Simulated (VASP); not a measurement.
Crystal: Si2C.

```
Si C
1.0
     2.73448    0.00000    0.00000
    -1.36724    2.36813    0.00000
     0.00000    0.00000   13.34433
Si C
4 2
Direct
  0.33333 0.66667 0.41667
  0.33333 0.66667 0.75000
  0.66667 0.33333 0.25000
  0.66667 0.33333 0.58333
  0.33333 0.66667 0.08333
  0.66667 0.33333 0.91667
```

* Program: VASP 6.6.1
* Task: relaxation of cell and atoms
* Functional: PBE
* Potentials or basis: VASP PAW PBE potentials, release 64 (Si, C)
* Cutoff: 600 eV
* k mesh: 6 × 6 × 2
* Occupations: gaussian, width 0.1 eV
* Spin: no spin polarisation

At the start: pressure -11.7 GPa; volume 14.40 Å³/atom.

Question: How do energy, volume and symmetry change on relaxing?

Answer: Over 42 steps the energy falls by 1635.9 meV/atom and the volume is 13.62 Å³/atom (-5.5 %); space group P-3m1 (No. 164, to 0.05 Å).

Step by step:
| step | energy change (eV) | largest force (eV/Å) | pressure (GPa) | volume (Å³) |
| --- | --- | --- | --- | --- |
| 1 | 0.0000 | 1.5170 | -11.72 | 86.41 |
| 3 | -1.1188 | 2.6960 | 6.65 | 68.74 |
| 5 | -2.4083 | 1.7220 | 56.20 | 58.35 |
| 7 | -2.5856 | 1.7432 | 33.91 | 60.67 |
| 9 | -3.9520 | 1.3333 | 38.85 | 62.23 |
| 11 | -7.4731 | 3.3032 | 38.84 | 67.60 |
| 13 | -8.4381 | 3.1867 | 9.93 | 76.98 |
| 15 | -9.2115 | 1.0674 | 1.40 | 79.37 |
| 17 | -9.5496 | 0.4541 | -3.44 | 86.92 |
| 19 | -9.5829 | 0.5340 | -3.14 | 84.60 |
| 21 | -9.6863 | 0.2122 | 2.55 | 80.16 |
| 23 | -9.7411 | 0.2169 | -1.63 | 80.56 |
| 25 | -9.7445 | 0.2084 | -1.01 | 80.50 |
| 27 | -9.7507 | 0.1624 | -0.01 | 79.65 |
| 29 | -9.7585 | 0.1124 | 1.37 | 79.28 |
| 31 | -9.7702 | 0.1336 | 0.07 | 80.32 |
| 33 | -9.7799 | 0.1870 | -1.54 | 81.98 |
| 35 | -9.7937 | 0.2395 | -1.09 | 82.82 |
| 37 | -9.8050 | 0.1825 | 0.68 | 81.64 |
| 39 | -9.8095 | 0.1304 | 0.81 | 81.39 |
| 41 | -9.8140 | 0.0418 | 0.10 | 81.51 |
| 42 | -9.8155 | 0.0108 | -0.01 | 81.70 |

Final structure:
```
CELL_PARAMETERS angstrom
3.10289 0.00000 0.00000
-1.55145 2.68719 0.00000
0.00000 0.00000 9.79799
ATOMIC_POSITIONS crystal
Si 0.33333 0.66667 0.39302
Si 0.33333 0.66667 0.83183
Si 0.66667 0.33333 0.16817
Si 0.66667 0.33333 0.60698
C 0.33333 0.66667 0.15082
C 0.66667 0.33333 0.84918
```

Caveat: the k points lie up to 0.39 Å⁻¹ apart in the final cell.
